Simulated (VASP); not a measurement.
# Al (I4/mmm) in VASP: further runs

Al is run at these levels: PBE+D3(BJ); tasks: single point.

All numbers are computed with VASP 6.6.1; they aren't measurements. Logs are shortened: lines on timing, memory, paths and dates and some standing lists are left out, and cuts for length are marked.

## (1) The cell of the first run

Symmetry: I4/mmm, No. 139, tetragonal system. The conventional cell has a = 2.816 Å, b = 2.816 Å, c = 4.301 Å, α = 90.00°, β = 90.00°, γ = 90.00°. Al (site symmetry 4/mmm) has 12 Al at 2.82 to 2.93 Å within 3.7 Å.

## (2) Single point, PBE+D3(BJ) (strain +0.000 along x and y, +0.080 along z)

Contents of INCAR:

```
SYSTEM = Al
  PREC = Accurate
  ENCUT = 520
  EDIFF = 1E-6
  ISMEAR = 0
  SIGMA = 0.15
  LREAL = .False.
  LASPH = .True.
  NELM = 80
  ALGO = Fast
  ISIF = 2
  LWAVE = .False.
  LCHARG = .False.
  GGA = PE
  IVDW = 12
  NBANDS = 8
```

Contents of KPOINTS:

```
regular mesh
0
Gamma
  26 26 26
  0 0 0
```

Contents of POSCAR:

```
Al
1.0
    0.0000000000      1.9913628294      2.1506718558
    1.9913628294      0.0000000000      2.1506718558
    1.9913628294      1.9913628294      0.0000000000
Al
1
Direct
    0.0000000000      0.0000000000      0.0000000000
```

Potentials or basis: VASP PAW PBE potentials, release 64 (Al).

Started as:

```console
$ cat potpaw_PBE.64/Al/POTCAR > POTCAR
$ mpirun -np 1 vasp_std > vasp.out
```

OUTCAR:

```text
SYSTEM = Al
   PREC = Accurate
   ENCUT = 520
   EDIFF = 1E-6
   ISMEAR = 0
   LREAL = .False.
   LASPH = .True.
   NELM = 80
   ISIF = 2
   GGA = PE
   IVDW = 12
 IVDW          = 12

 ion  position               nearest neighbor table
   1  0.000  0.000  0.000-

  LATTYP: Found a body centered tetragonal cell.
 ALAT       =     2.8162123209
 C/A-ratio  =     1.5273506474

  Lattice vectors:

 A1 = (  -1.9913628294,   0.0000000000,   2.1506718558)
 A2 = (   1.9913628294,   0.0000000000,   2.1506718558)
 A3 = (   0.0000000000,   1.9913628294,  -2.1506718558)

Analysis of symmetry for initial positions (statically):
=====================================================================
 Subroutine PRICEL returns:
 Original cell was already a primitive cell.

 Routine SETGRP: Setting up the symmetry group for a
 body centered tetragonal supercell.

 Subroutine GETGRP returns: Found 16 space group operations
 (whereof 16 operations were pure point group operations)
 out of a pool of 16 trial point group operations.

The static configuration has the point symmetry D_4h.

Analysis of symmetry for dynamics (positions and initial velocities):
=====================================================================
 Subroutine PRICEL returns:
 Original cell was already a primitive cell.

 Routine SETGRP: Setting up the symmetry group for a
 body centered tetragonal supercell.

 Subroutine GETGRP returns: Found 16 space group operations
 (whereof 16 operations were pure point group operations)
 out of a pool of 16 trial point group operations.

The dynamic configuration has the point symmetry D_4h.

 Subroutine INISYM returns: Found 16 space group operations
 (whereof 16 operations are pure point group operations),
 and found     1 'primitive' translations

----------------------------------------------------------------------------------------

                                     Primitive cell

  volume of cell :      17.0571

  direct lattice vectors                    reciprocal lattice vectors
     0.000000000  1.991362829  2.150671856    -0.251084329  0.251084329  0.232485490
     1.991362829  0.000000000  2.150671856     0.251084329 -0.251084329  0.232485490
     1.991362829  1.991362829  0.000000000     0.251084329  0.251084329 -0.232485490

  length of vectors
     2.931026330  2.931026330  2.816212321     0.424424532  0.424424532  0.424424532

  position of ions in fractional coordinates (direct lattice)
     0.000000000  0.000000000  0.000000000

  ion indices of the primitive-cell ions
[... 79 lines left out ...]
   NFREE  =      0    steps in history (QN), initial steepest desc. (CG)
   ISIF   =      2    stress and relaxation
   ISYM   =      2    0-nonsym 1-usesym 2-fastsym
   POTIM  = 0.5000    time-step for ionic-motion
   TEBEG  =    0.0;   TEEND  =   0.0 temperature during run
   PSTRESS=    0.0 pullay stress
   NELECT =       3.0000    total number of electrons
   NUPDOWN=      -1.0000    fix difference up-down
   EMIN   =  10.00;   EMAX   =-10.00  energy-range for DOS
   EFERMI =   0.00;   METHOD = LEGACY
   ISMEAR =     0;   SIGMA  =   0.15  broadening in eV -4-tet -1-fermi 0-gaus
   EFERMI_NEDOS =   21; number of points for ismear=-14 and -15
   IALGO  =     68    algorithm
   IMIX   =      4    mixing-type and parameters
     AMIX     =   0.40;   BMIX     =  1.00
     AMIX_MAG =   1.60;   BMIX_MAG =  1.00
  volume/ion in A,a.u.               =      17.06       115.11
  Fermi-wavevector in a.u.,A,eV,Ry     =   0.917234  1.733321 11.446836  0.841319
  Thomas-Fermi vector in A             =   2.042180
   LORBIT       =      0    0 simple, 1 ext, 2 COOP (PROOUT), +10 PAW based schemes
   GGA     = PE    functional components
   LHFCALC =     F    Hartree Fock is set to
   AEXX    =    0.0000 exact exchange contribution
   IVDW    =    12    specifies the selected vdW correction
   LEPSILON=     F    determine dielectric tensor
   LRPA    =     F    only Hartree local field effects (RPA)
 non-spin polarized calculation
 RMM-DIIS sequential band-by-band and
 Gauss-broadening in eV      SIGMA  =   0.15
  energy-cutoff  :      520.00
  volume of cell :       17.06
 maximum number of plane-waves:       475
 NGX is ok and might be reduce to    24
   NGX = 11   NGY = 11   NGZ = 11

 number of electron       3.0000000 magnetization

 Free energy of the ion-electron system (eV)
  ---------------------------------------------------
  ext. energy  EPLUGINS =         0.00000000
  ---------------------------------------------------
  free energy    TOTEN  =        -3.73366134 eV

  energy without entropy =       -3.72885106  energy(sigma->0) =       -3.73125620

 E-fermi :   7.6617     XC(G=0): -10.0768

 val. band max:        7.6518860606   @ k =  -0.4615   0.0769   0.4615
 cond. band min:       7.6621897989   @ k =  -0.2692   0.5000   0.2308
 fundamental gap:      0.0103037384
 Fermi energy:         7.6616746759

 k-point     1 :       0.0000    0.0000    0.0000
  band No.  band energies     occupation
      1      -3.2487      2.00000
      2      19.5985      0.00000
      3      20.4502      0.00000
      4      20.4502      0.00000
      5      21.3079      0.00000
      6      21.3079      0.00000
      7      21.4760      0.00000
      8      23.9743      0.00000
[... 243 lines left out ...]
 k-point    24 :       0.3846    0.0385    0.0000
  band No.  band energies     occupation
      1       0.3761      2.00000
      2       7.0414      2.00000
      3      17.4743      0.00000
      4      18.2410      0.00000
      5      18.4026      0.00000
      6      21.8597      0.00000
      7      22.0930      0.00000
      8      25.1390      0.00000

 [... further k-points ...]

------------------------ aborting loop because EDIFF is reached ----------------------------------------

 Edisp (eV)   -0.32489

 E8    (eV) :    -0.1452

  FORCE on cell =-STRESS in cart. coord.  units (eV):
  Direction    XX          YY          ZZ          XY          YZ          ZX
  --------------------------------------------------------------------------------------
  -------------------------------------------------------------------------------------
  Total      -0.42827    -0.42827    -0.82336     0.00000     0.00000     0.00000
  in kB     -40.22730   -40.22730   -77.33868     0.00000     0.00000     0.00000
  external pressure =      -52.60 kB  Pullay stress =        0.00 kB

 VOLUME and BASIS-vectors are now :
 -----------------------------------------------------------------------------
  energy-cutoff  :      520.00
  volume of cell :       17.06
      direct lattice vectors                 reciprocal lattice vectors
     0.000000000  1.991362829  2.150671856    -0.251084329  0.251084329  0.232485490
     1.991362829  0.000000000  2.150671856     0.251084329 -0.251084329  0.232485490
     1.991362829  1.991362829  0.000000000     0.251084329  0.251084329 -0.232485490

 POSITION                                       TOTAL-FORCE (eV/Angst)
 -----------------------------------------------------------------------------------
      0.00000      0.00000      0.00000         0.000000      0.000000      0.000000
 -----------------------------------------------------------------------------------
    total drift:                                0.000000     -0.000000     -0.000000

  FREE ENERGIE OF THE ION-ELECTRON SYSTEM (eV)
  ---------------------------------------------------
  free  energy   TOTEN  =        -4.0585516123 eV

  energy  without entropy=       -4.0537413373  energy(sigma->0) =       -4.05614647
```

It took 41 s on 1 thread of Intel Xeon 6975P-C (Granite Rapids), shared host; peak memory 0.27 GiB.

What came out:

```yaml
Free_energy: -4.0586 eV
Pressure: -5.3 GPa
Dispersion_energy_per_atom: -0.325 eV
```

Stress tensor (GPa, compression positive):
```
-4.02  0.00  0.00
 0.00 -4.02  0.00
 0.00  0.00 -7.73
```

Levels at points of the mesh, in eV from the Fermi level:
| k point | band 1 | band 2 | band 3 | band 4 |
| --- | --- | --- | --- | --- |
| (0.00, 0.00, 0.00) | -10.91 | 11.94 | 12.79 | 12.79 |
| (0.50, 0.00, 0.00) | -4.45 | -4.32 | 9.90 | 10.31 |
| (0.50, 0.50, 0.00) | -3.50 | -2.63 | 5.83 | 6.38 |
| (0.50, 0.00, 0.50) | -2.48 | -1.07 | 4.76 | 5.03 |

Caveat: the cell differs from its parent crystal (strain +0.000 along x and y, +0.080 along z); pairwise dispersion overbinds metals, which lowers pressure and volume.

## (3) Single point, PBE+D3(BJ) (strain +0.040 along x and y, +0.000 along z)

Contents of INCAR:

```
PREC     = Accurate       # precision mode
ENCUT    = 520            # plane-wave cutoff, eV
EDIFF    = 1E-6           # SCF threshold, eV
ISMEAR   = 0              # smearing method
SIGMA    = 0.15           # smearing width, eV
LREAL    = False          # projectors in reciprocal space
LASPH    = True           # aspherical terms in the spheres
NELM     = 60             # most SCF steps
ALGO     = Fast           # electronic algorithm
ISIF     = 2              # what is computed and relaxed
LWAVE    = False          # write WAVECAR
LCHARG   = False          # write CHGCAR
GGA      = PE             # functional
IVDW     = 12             # dispersion correction
NBANDS   = 8              # bands
```

Contents of KPOINTS:

```
regular mesh
0
Gamma
  26 26 26
```

Contents of POSCAR:

```
Al
1.0
    0.0000000000      2.0710173426      1.9913628294
    2.0710173426      0.0000000000      1.9913628294
    2.0710173426      2.0710173426      0.0000000000
Al
1
Direct
    0.0000000000      0.0000000000      0.0000000000
```

Potentials or basis: VASP PAW PBE potentials, release 64 (Al).

Started as:

```console
$ cat potpaw_PBE.64/Al/POTCAR > POTCAR
$ mpirun -np 1 vasp_std > vasp.out
```

Wall time 40 s (1 thread of Intel Xeon 6975P-C (Granite Rapids), shared host); peak memory 0.27 GiB.

The run converged. Its results:

```
Free energy                : -4.0659 eV
Pressure                   : -5.6 GPa
Dispersion energy per atom : -0.324 eV
```

Stress tensor (GPa, compression positive):
```
-6.28  0.00  0.00
 0.00 -6.28  0.00
 0.00  0.00 -4.31
```

Levels at points of the mesh, in eV from the Fermi level:
```csv
k point,band 1,band 2,band 3,band 4
"(0.00, 0.00, 0.00)",-10.90,12.31,12.31,12.72
"(0.50, 0.00, 0.00)",-4.45,-4.33,10.59,10.88
"(0.50, 0.50, 0.00)",-2.46,-1.06,4.96,4.97
"(0.50, 0.00, 0.50)",-3.02,-1.86,5.41,5.55
```

Caveat: the cell differs from its parent crystal (strain +0.040 along x and y, +0.000 along z); pairwise dispersion overbinds metals, which lowers pressure and volume.
